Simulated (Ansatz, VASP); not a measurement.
# One calculation of BePd, two programs

```
Be Pd
1.0
     2.86817    0.00000    0.00000
     0.00000    2.86817    0.00000
     0.00000    0.00000    2.86817
Be Pd
1 1
Direct
  0.00000 0.00000 0.00000
  0.50000 0.50000 0.50000
```

Change from the starting cell: volume scaled by 1.06.

Alike in both runs: task single point; functional LDA; k mesh 12 × 12 × 12; occupations fermi-dirac, width 0.08 eV; no spin polarisation.

```csv
,VASP,Ansatz
version,VASP 6.6.1,Ansatz 0.2.0
potentials or method,"VASP PAW LDA potentials, release 64 (Be, Pd), cutoff 520 eV","all-electron LAPW, scalar-relativistic"
```

Ansatz gave:

```
pressure (GPa) : -16.5
```

Q: Estimate VASP's values.

A: Pressure (GPa): -16.0.

LDA's correlation is that of Perdew and Zunger in VASP and of Perdew and Wang (1992) in Ansatz. Ansatz ran all-electron here, and VASP with PAW potentials.
